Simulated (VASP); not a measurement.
The system is Si.

```
Si
1.0
     2.44400    0.00000    0.00000
    -1.22200    2.11657    0.00000
     0.00000    0.00000    4.15200
Si
2
Direct
  0.33333 0.66667 0.25000
  0.66667 0.33333 0.75000
```

This isn't the form of Si at room conditions, which is diamond.

- Program: VASP 6.6.1
- Task: relaxation of cell and atoms
- Functional: r2SCAN
- Dispersion: rVV10
- Potentials or basis: VASP PAW PBE potentials, release 64 (Si)
- Cutoff: 600 eV
- k mesh: 13 × 13 × 7
- Occupations: fermi-dirac, width 0.1 eV
- Spin: no spin polarisation

At the start: pressure 42.7 GPa; volume 10.74 Å³/atom.

Q: Where does the relaxation end?

A: Over 5 steps the energy falls by 304.1 meV/atom and the volume is 13.66 Å³/atom (+27.2 %); space group P6_3/mmc (No. 194, to 0.1 Å) before and after.

The path:
| step | energy change (eV) | largest force (eV/Å) | pressure (GPa) | volume (Å³) |
| --- | --- | --- | --- | --- |
| 1 | 0.0000 | 0.0000 | 42.65 | 21.48 |
| 2 | -0.4622 | 0.0000 | -9.57 | 31.65 |
| 3 | -0.6082 | 0.0000 | 0.24 | 27.27 |
| 4 | -0.6082 | 0.0000 | -0.23 | 27.40 |
| 5 | -0.6082 | 0.0000 | 0.03 | 27.32 |

Final structure:
```yaml
crystal:
  lattice:
    - [2.64662, 0.00000, 0.00000]
    - [-1.32331, 2.29204, 0.00000]
    - [0.00000, 0.00000, 4.50434]
  atoms:
    - { symbol: Si, position: [0.33333, 0.66667, 0.25000] }
    - { symbol: Si, position: [0.66667, 0.33333, 0.75000] }
```

Caveat: the volume moved by over 15 % at a fixed basis, so the end points are rough; the PAW data sets were made with another functional, which shifts forces and pressure a little.
